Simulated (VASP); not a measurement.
In3As:

```
CELL_PARAMETERS angstrom
4.67168 0.00000 0.00000
0.00000 4.67168 0.00000
0.00000 0.00000 4.67168
ATOMIC_POSITIONS crystal
In 0.00000 0.50000 0.50000
In 0.50000 0.00000 0.50000
In 0.50000 0.50000 0.00000
As 0.00000 0.00000 0.00000
```

| Item | Value |
| --- | --- |
| Program | VASP 6.6.1 |
| Task | relaxation of cell and atoms |
| Functional | PBEsol |
| Dispersion | D3(BJ) |
| Potentials or basis | VASP PAW PBE potentials, release 64 (In_d, As) |
| Cutoff | 600 eV |
| k mesh | 10 × 10 × 10 |
| Occupations | gaussian, width 0.1 eV |
| Spin | no spin polarisation |

At the start: pressure -4.9 GPa; volume 25.49 Å³/atom.

Question: Where does the relaxation end?

Answer: Over 3 steps the energy falls by 45.6 meV/atom and the volume is 22.86 Å³/atom (-10.3 %); space group Pm-3m (No. 221, to 0.05 Å).

The path:
| step | energy change (eV) | largest force (eV/Å) | pressure (GPa) | volume (Å³) |
| --- | --- | --- | --- | --- |
| 1 | 0.0000 | 0.0000 | -4.93 | 101.96 |
| 2 | -0.1819 | 0.0000 | 0.44 | 90.81 |
| 3 | -0.1825 | 0.0000 | 0.02 | 91.44 |

Final structure:
```yaml
crystal:
  lattice:
    - [4.50513, 0.00000, 0.00000]
    - [0.00000, 4.50513, 0.00000]
    - [0.00000, 0.00000, 4.50513]
  atoms:
    - { symbol: In, position: [0.00000, 0.50000, 0.50000] }
    - { symbol: In, position: [0.50000, 0.00000, 0.50000] }
    - { symbol: In, position: [0.50000, 0.50000, 0.00000] }
    - { symbol: As, position: [0.00000, 0.00000, 0.00000] }
```

Caveat: the PAW data sets were made with another functional, which shifts forces and pressure a little; pairwise dispersion overbinds metals, which lowers pressure and volume.
